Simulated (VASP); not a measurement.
# ZrC (P-6m2) in VASP: a series of runs

The runs below take ZrC through relaxation of shape and atoms at fixed volume, single point, with PBE.

All numbers are computed with VASP 6.6.1; they aren't measurements. Logs are shortened: lines on timing, memory, paths and dates and some standing lists are left out, and cuts for length are marked.

## Step 1: The cell of the first run

The structure is hexagonal, space group P-6m2 (No. 187). Conventional cell: a = 3.291 Å, b = 3.291 Å, c = 2.959 Å, α = 90.00°, β = 90.00°, γ = 120.00°. Within 3.2 Å of Zr (site symmetry -6m2) lie 6 C at 2.41 Å and 2 Zr at 2.96 Å. C (site symmetry -6m2) has 6 Zr at 2.41 Å and 2 C at 2.96 Å within 3.2 Å.

## Step 2: Relaxation of shape and atoms at fixed volume, PBE (volume scaled by 1.020)

Contents of INCAR:

```
PREC     = Accurate       # precision mode
ENCUT    = 600            # plane-wave cutoff, eV
EDIFF    = 1E-6           # SCF threshold, eV
ISMEAR   = 0              # smearing method
SIGMA    = 0.05           # smearing width, eV
LREAL    = F              # projectors in reciprocal space
LASPH    = T              # aspherical terms in the spheres
NELM     = 100            # most SCF steps
ALGO     = Normal         # electronic algorithm
ISIF     = 4              # what is computed and relaxed
LWAVE    = F              # write WAVECAR
LCHARG   = F              # write CHGCAR
GGA      = PE             # functional
IBRION   = 2              # ionic algorithm
NSW      = 60             # ionic steps
EDIFFG   = -0.01          # ionic threshold
```

Contents of KPOINTS:

```
Automatic mesh
0
Gamma
  12 12 12
```

Contents of POSCAR:

```
ZrC
1.0
    3.2911859118      0.0000000000      0.0000000000
   -1.6455929559      2.8502506082      0.0000000000
    0.0000000000      0.0000000000      2.9592033823
Zr C
1 1
Direct
    0.0000000000      0.0000000000      0.0000000000
    0.6666666667      0.3333333333      0.5000000000
```

Potentials or basis: VASP PAW PBE potentials, release 64 (Zr_sv, C).

Run with:

```console
$ cat potpaw_PBE.64/Zr_sv/POTCAR potpaw_PBE.64/C/POTCAR > POTCAR
$ mpirun -np 1 vasp_std > vasp.out
```

OUTCAR:

```text
PREC = Accurate
   ENCUT = 600
   EDIFF = 1E-6
   ISMEAR = 0
   LREAL = F
   LASPH = T
   NELM = 100
   ISIF = 4
   GGA = PE
   IBRION = 2
   NSW = 60
   EDIFFG = -0.01

 ion  position               nearest neighbor table
   1  0.000  0.000  0.000-   2 2.41   2 2.41   2 2.41   2 2.41   2 2.41   2 2.41
   2  0.667  0.333  0.500-   1 2.41   1 2.41   1 2.41   1 2.41   1 2.41   1 2.41

  LATTYP: Found a hexagonal cell.
 ALAT       =     3.2911859118
 C/A-ratio  =     0.8991298157

  Lattice vectors:

 A1 = (   3.2911859118,   0.0000000000,   0.0000000000)
 A2 = (  -1.6455929559,   2.8502506082,   0.0000000000)
 A3 = (   0.0000000000,   0.0000000000,   2.9592033823)

Analysis of symmetry for initial positions (statically):
=====================================================================
 Subroutine PRICEL returns:
 Original cell was already a primitive cell.

 Routine SETGRP: Setting up the symmetry group for a
 hexagonal supercell.

 Subroutine GETGRP returns: Found 12 space group operations
 (whereof 12 operations were pure point group operations)
 out of a pool of 24 trial point group operations.

The static configuration has the point symmetry D_3h.

Analysis of symmetry for dynamics (positions and initial velocities):
=====================================================================
 Subroutine PRICEL returns:
 Original cell was already a primitive cell.

 Routine SETGRP: Setting up the symmetry group for a
 hexagonal supercell.

 Subroutine GETGRP returns: Found 12 space group operations
 (whereof 12 operations were pure point group operations)
 out of a pool of 24 trial point group operations.

The dynamic configuration has the point symmetry D_3h.

 Subroutine INISYM returns: Found 12 space group operations
 (whereof 12 operations are pure point group operations),
 and found     1 'primitive' translations

----------------------------------------------------------------------------------------

                                     Primitive cell

  volume of cell :      27.7594

  direct lattice vectors                    reciprocal lattice vectors
     3.291185912  0.000000000  0.000000000     0.303841845  0.175423171  0.000000000
    -1.645592956  2.850250608  0.000000000     0.000000000  0.350846342  0.000000000
     0.000000000  0.000000000  2.959203382     0.000000000  0.000000000  0.337928784

  length of vectors
     3.291185912  3.291185912  2.959203382     0.350846342  0.350846342  0.337928784

  position of ions in fractional coordinates (direct lattice)
     0.000000000  0.000000000  0.000000000
     0.666666667  0.333333333  0.500000000

  ion indices of the primitive-cell ions
   primitive index   ion index
                 1           1
                 2           2

----------------------------------------------------------------------------------------

 KPOINTS: Automatic mesh

Automatic generation of k-mesh.
 Grid dimensions read from file:
 generate k-points for:   12   12   12

 Generating k-lattice:

  Cartesian coordinates                     Fractional coordinates (reciprocal lattice)
     0.025320154  0.014618598  0.000000000     0.083333333  0.000000000  0.000000000
     0.000000000  0.029237195  0.000000000     0.000000000  0.083333333  0.000000000
     0.000000000  0.000000000  0.028160732     0.000000000  0.000000000  0.083333333

  Length of vectors
     0.029237195  0.029237195  0.028160732

  Shift w.r.t. Gamma in fractional coordinates (k-lattice)
     0.000000000  0.000000000  0.000000000

 Subroutine IBZKPT returns following result:
 ===========================================

 Found    133 irreducible k-points:

 Following reciprocal coordinates:
            Coordinates               Weight
  0.000000  0.000000  0.000000      1.000000
  0.083333 -0.000000  0.000000      6.000000
  0.166667 -0.000000  0.000000      6.000000
  0.250000  0.000000  0.000000      6.000000
  0.333333 -0.000000  0.000000      6.000000
  0.416667  0.000000  0.000000      6.000000
[... 16 lines left out ...]
  0.250000  0.000000  0.083333     12.000000
  0.333333 -0.000000  0.083333     12.000000
 [... further k-points ...]
   k-points           NKPTS =    133   k-points in BZ     NKDIM =    133   number of bands    NBANDS=     12
   number of dos      NEDOS =    301   number of ions     NIONS =      2
   total plane-waves  NPLWV =  18816
   dimension x,y,z NGX =    28 NGY =   28 NGZ =   24
   dimension x,y,z NGXF=    56 NGYF=   56 NGZF=   48
   ions per type =               1   1
   NGX,Y,Z   is equivalent  to a cutoff of  14.14, 14.14, 13.48 a.u.
   NGXF,Y,Z  is equivalent  to a cutoff of  28.29, 28.29, 26.97 a.u.
 SYSTEM =  unknown system
   PREC   = accura    normal or accurate (medium, high low for compatibility)
   ISTART =      0    job   : 0-new  1-cont  2-samecut
   ICHARG =      2    charge: 1-file 2-atom 10-const
   ISPIN  =      1    spin polarized calculation?
   LNONCOLLINEAR =      F non collinear calculations
   LSORBIT =      F    spin-orbit coupling
   LASPH  =      T    aspherical Exc in radial PAW
   ENCUT  =  600.0 eV  44.10 Ry    6.64 a.u.   6.57  6.57  5.91*2*pi/ulx,y,z
   NELM   =    100;   NELMIN=  2; NELMDL= -5     # of ELM steps
   EDIFF  = 0.1E-05   stopping-criterion for ELM
   LREAL  =      F    real-space projection
   EDIFFG = -.1E-01   stopping-criterion for IOM
   NSW    =     60    number of steps for IOM
   IBRION =      2    ionic relax: 0-MD 1-quasi-New 2-CG
   NFREE  =      1    steps in history (QN), initial steepest desc. (CG)
   ISIF   =      4    stress and relaxation
   ISYM   =      2    0-nonsym 1-usesym 2-fastsym
   POTIM  = 0.5000    time-step for ionic-motion
   TEBEG  =    0.0;   TEEND  =   0.0 temperature during run
   PSTRESS=    0.0 pullay stress
   NELECT =      16.0000    total number of electrons
   NUPDOWN=      -1.0000    fix difference up-down
   EMIN   =  10.00;   EMAX   =-10.00  energy-range for DOS
   EFERMI =   0.00;   METHOD = LEGACY
   ISMEAR =     0;   SIGMA  =   0.05  broadening in eV -4-tet -1-fermi 0-gaus
   EFERMI_NEDOS =   21; number of points for ismear=-14 and -15
   IALGO  =     38    algorithm
   IMIX   =      4    mixing-type and parameters
     AMIX     =   0.40;   BMIX     =  1.00
     AMIX_MAG =   1.60;   BMIX_MAG =  1.00
  volume/ion in A,a.u.               =      13.88        93.66
  Fermi-wavevector in a.u.,A,eV,Ry     =   1.362421  2.574603 25.255020  1.856192
  Thomas-Fermi vector in A             =   2.488912
   LORBIT       =      0    0 simple, 1 ext, 2 COOP (PROOUT), +10 PAW based schemes
   GGA     = PE    functional components
   LHFCALC =     F    Hartree Fock is set to
   AEXX    =    0.0000 exact exchange contribution
   IVDW    =     0    specifies the selected vdW correction
   LEPSILON=     F    determine dielectric tensor
   LRPA    =     F    only Hartree local field effects (RPA)
 conjugate gradient relaxation of ions
 non-spin polarized calculation
 Gauss-broadening in eV      SIGMA  =   0.05
  energy-cutoff  :      600.00
  volume of cell :       27.76
 maximum number of plane-waves:       960
 NGX is ok and might be reduce to    28
   NGX = 13   NGY = 13   NGZ = 11

--------------------------------------- Ionic step        1  -------------------------------------------

 number of electron      16.0000001 magnetization

 Free energy of the ion-electron system (eV)
  ---------------------------------------------------
  ext. energy  EPLUGINS =         0.00000000
  ---------------------------------------------------
  free energy    TOTEN  =       -18.01048637 eV

  energy without entropy =      -18.00976327  energy(sigma->0) =      -18.01012482

------------------------ aborting loop because EDIFF is reached ----------------------------------------

  FORCE on cell =-STRESS in cart. coord.  units (eV):
  Direction    XX          YY          ZZ          XY          YZ          ZX
  --------------------------------------------------------------------------------------
  -------------------------------------------------------------------------------------
  Total       -0.5515308     -0.5515308     -0.6989490      0.0000000      0.0000000      0.0000000
  in kB      -31.8324500    -31.8324500    -40.3409207      0.0000000      0.0000000      0.0000000
  external PRESSURE =     -34.6686069 kB  Pullay stress =       0.0000000 kB
[... 57 lines left out ...]
  energy  without entropy=      -18.0098793206  energy(sigma->0) =      -18.01024119

--------------------------------------- Ionic step        3  -------------------------------------------

 number of electron      16.0000001 magnetization

 Free energy of the ion-electron system (eV)
  ---------------------------------------------------
  ext. energy  EPLUGINS =         0.00000000
  ---------------------------------------------------
  free energy    TOTEN  =       -18.01061823 eV

  energy without entropy =      -18.00989375  energy(sigma->0) =      -18.01025599

 E-fermi :   8.7503     XC(G=0): -11.7384

 val. band max:        8.7262960307   @ k =   0.3333   0.3333   0.4167
 cond. band min:       8.7522618873   @ k =   0.4167   0.0000   0.0833
 fundamental gap:      0.0259658566
 Fermi energy:         8.7502774995

 k-point     1 :       0.0000    0.0000    0.0000
  band No.  band energies     occupation
      1     -39.5219      2.00000
      2     -17.3384      2.00000
      3     -17.3384      2.00000
      4     -16.9326      2.00000
      5      -2.1430      2.00000
      6       7.2074      2.00000
      7       7.2074      2.00000
      8       7.5718      2.00000
      9      10.4463      0.00000
     10      13.8215      0.00000
     11      13.8938      0.00000
     12      13.8938      0.00000
[... 331 lines left out ...]
 k-point    24 :       0.3333   -0.0000    0.0833
  band No.  band energies     occupation
      1     -39.4580      2.00000
      2     -17.8490      2.00000
      3     -17.4461      2.00000
      4     -16.9470      2.00000
      5      -0.6659      2.00000
      6       5.1805      2.00000
      7       7.9974      2.00000
      8       8.4730      2.00000
      9       8.7672      0.63299
     10      12.9671      0.00000
     11      13.4150      0.00000
     12      14.7442      0.00000

 [... further k-points ...]
[... 5 lines left out ...]
  --------------------------------------------------------------------------------------
  -------------------------------------------------------------------------------------
  Total       -0.5871730     -0.5871730     -0.5843885     -0.0000000      0.0000000      0.0000000
  in kB      -33.8895945    -33.8895945    -33.7288865     -0.0000000      0.0000000      0.0000000
  external PRESSURE =     -33.8360252 kB  Pullay stress =       0.0000000 kB
[... 17 lines left out ...]
  FREE ENERGIE OF THE ION-ELECTRON SYSTEM (eV)
  ---------------------------------------------------
  free  energy   TOTEN  =       -18.0106182273 eV

  energy  without entropy=      -18.0098937540  energy(sigma->0) =      -18.01025599

 reached required accuracy - stopping structural energy minimisation
```

Run time: 79 s. Hardware: 1 thread of Intel Xeon 6975P-C (Granite Rapids), shared host; peak memory 0.19 GiB.

Results:

| Item | Value |
| --- | --- |
| Free energy | -18.0106 eV |
| Energy gained by relaxing | 0.1 meV/atom |
| Ionic steps | 3 |
| Pressure after relaxing | -3.4 GPa |
| Band gap on the k mesh | zero (band 8 reaches 8.97 eV, above the bottom of band 9 at 8.65 eV) |

Step by step:
```tsv
step	energy change (eV)	largest force (eV/Å)	pressure (GPa)	volume (Å³)
1	0.0000	0.0000	-3.47	27.76
2	-0.0001	0.0000	-3.36	27.76
3	-0.0001	0.0000	-3.38	27.76
```

Final structure:
```xyz
2
Lattice="3.2941 0.0000 0.0000 -1.6471 2.8528 0.0000 0.0000 0.0000 2.9539" Properties=species:S:1:pos:R:3 pbc="T T T"
Zr    0.0000    0.0000    2.9539
C     1.6471    0.9509    1.4770
```

Caveat: the cell differs from its parent crystal (volume scaled by 1.020).

## Step 3: Relaxation of shape and atoms at fixed volume, PBE (volume scaled by 1.040)

Contents of INCAR:

```
SYSTEM = ZrC
  PREC = Accurate
  ENCUT = 600
  EDIFF = 1E-7
  ISMEAR = 0
  SIGMA = 0.05
  LREAL = .False.
  LASPH = .True.
  NELM = 100
  ALGO = Normal
  ISIF = 4
  LWAVE = .False.
  LCHARG = .False.
  GGA = PE
  IBRION = 2
  NSW = 60
  EDIFFG = -0.01
```

Contents of KPOINTS:

```
Automatic mesh
0
Gamma
  12 12 12
  0 0 0
```

Contents of POSCAR:

```
ZrC
1.0
    3.3155287637      0.0000000000      0.0000000000
   -1.6577643819      2.8713321364      0.0000000000
    0.0000000000      0.0000000000      2.9730842273
Zr C
1 1
Direct
    0.0000000000      0.0000000000      0.0000000000
    0.6666666667      0.3333333333      0.5000000000
```

Potentials or basis: VASP PAW PBE potentials, release 64 (Zr_sv, C).

Run with:

```console
$ cat potpaw_PBE.64/Zr_sv/POTCAR potpaw_PBE.64/C/POTCAR > POTCAR
$ mpirun -np 1 vasp_std > vasp.out
```

Wall time 71 s (1 thread of Intel Xeon 6975P-C (Granite Rapids), shared host); peak memory 0.19 GiB.

Results (log left out):

```yaml
Free_energy: -17.9941 eV
Energy_gained_by_relaxing: 0.1 meV/atom
Ionic_steps: 3
Pressure_after_relaxing: -6.6 GPa
Band_gap_on_the_k_mesh: zero (band 8 reaches 8.72 eV, above the bottom of band 9 at 8.47 eV)
```

The path:
```csv
step,energy change (eV),largest force (eV/Å),pressure (GPa),volume (Å³)
1,0.0000,0.0000,-6.63,28.30
2,-0.0001,0.0000,-6.54,28.30
3,-0.0001,0.0000,-6.56,28.30
```

Final structure:
```yaml
crystal:
  lattice:
    - [3.31827, 0.00000, 0.00000]
    - [-1.65914, 2.87371, 0.00000]
    - [0.00000, 0.00000, 2.96817]
  atoms:
    - { symbol: Zr, position: [0.00000, 0.00000, 0.00000] }
    - { symbol: C, position: [0.66667, 0.33333, 0.50000] }
```

Levels at points of the mesh, in eV from the Fermi level:
```csv
k point,band 6,band 7,band 8,band 9,band 10,band 11
"(0.00, 0.00, 0.00)",-1.51,-1.51,-1.14,1.69,4.94,5.04
"(0.50, 0.00, 0.00)",-3.99,-0.77,-0.45,0.33,4.49,4.87
"(0.00, 0.00, 0.50)",-4.85,-0.52,-0.52,1.69,1.69,4.67
"(0.50, 0.00, 0.50)",-3.45,-2.17,-2.01,1.93,5.15,6.18
```

Caveat: the cell differs from its parent crystal (volume scaled by 1.040).

## Step 4: Relaxation of shape and atoms at fixed volume, PBE (volume scaled by 1.070)

Contents of INCAR:

```
ALGO = Normal ; EDIFF = 1E-6
EDIFFG = -0.01 ; ENCUT = 600
GGA = PE ; IBRION = 2
ISIF = 4 ; ISMEAR = 0
LASPH = T ; LCHARG = F
LREAL = F ; LWAVE = F
NELM = 80 ; NSW = 60
PREC = Accurate ; SIGMA = 0.05
```

Contents of KPOINTS:

```
k-points
0
Gamma
  12 12 12
```

Contents of POSCAR:

```
ZrC
1.0
    3.3500223431      0.0000000000      0.0000000000
   -1.6750111716      2.9012044523      0.0000000000
    0.0000000000      0.0000000000      2.9961796093
Zr C
1 1
Direct
    0.0000000000      0.0000000000      0.0000000000
    0.6666666667      0.3333333333      0.5000000000
```

Run with:

```console
$ cat potpaw_PBE.64/Zr_sv/POTCAR potpaw_PBE.64/C/POTCAR > POTCAR
$ mpirun -np 1 vasp_std > vasp.out
```

Run time: 78 s. Hardware: 1 thread of Intel Xeon 6975P-C (Granite Rapids), shared host; peak memory 0.2 GiB.

The run converged. Its results:

* Free energy: -17.9502 eV
* Energy gained by relaxing: 0.1 meV/atom
* Ionic steps: 3
* Pressure after relaxing: -10.8 GPa
* Band gap on the k mesh: zero (band 8 reaches 8.37 eV, above the bottom of band 9 at 8.21 eV)

The path:
```
step  energy change (eV)  largest force (eV/Å)  pressure (GPa)  volume (Å³)
   1              0.0000                0.0000          -10.89        29.12
   2             -0.0002                0.0000          -10.76        29.12
   3             -0.0003                0.0000          -10.78        29.12
```

Final structure:
```xyz
2
Lattice="3.3544 0.0000 0.0000 -1.6772 2.9050 0.0000 0.0000 0.0000 2.9883" Properties=species:S:1:pos:R:3 pbc="T T T"
Zr    0.0000    0.0000    0.0000
C     1.6772    0.9683    1.4941
```

Levels at points of the mesh, in eV from the Fermi level:
| k point | band 5 | band 6 | band 7 | band 8 | band 9 | band 10 | band 11 | band 12 |
| --- | --- | --- | --- | --- | --- | --- | --- | --- |
| (0.00, 0.00, 0.00) | -10.71 | -1.48 | -1.48 | -1.08 | 1.67 | 4.74 | 4.88 | 4.88 |
| (0.50, 0.00, 0.00) | -8.90 | -3.93 | -0.74 | -0.38 | 0.29 | 4.36 | 4.68 | 4.92 |
| (0.00, 0.00, 0.50) | -8.12 | -4.76 | -0.52 | -0.52 | 1.66 | 1.66 | 4.56 | 4.56 |
| (0.50, 0.00, 0.50) | -8.77 | -3.37 | -2.11 | -1.98 | 1.85 | 4.95 | 5.93 | 6.32 |

Caveat: the cell differs from its parent crystal (volume scaled by 1.070).

(Continued in part 2 of 2.)
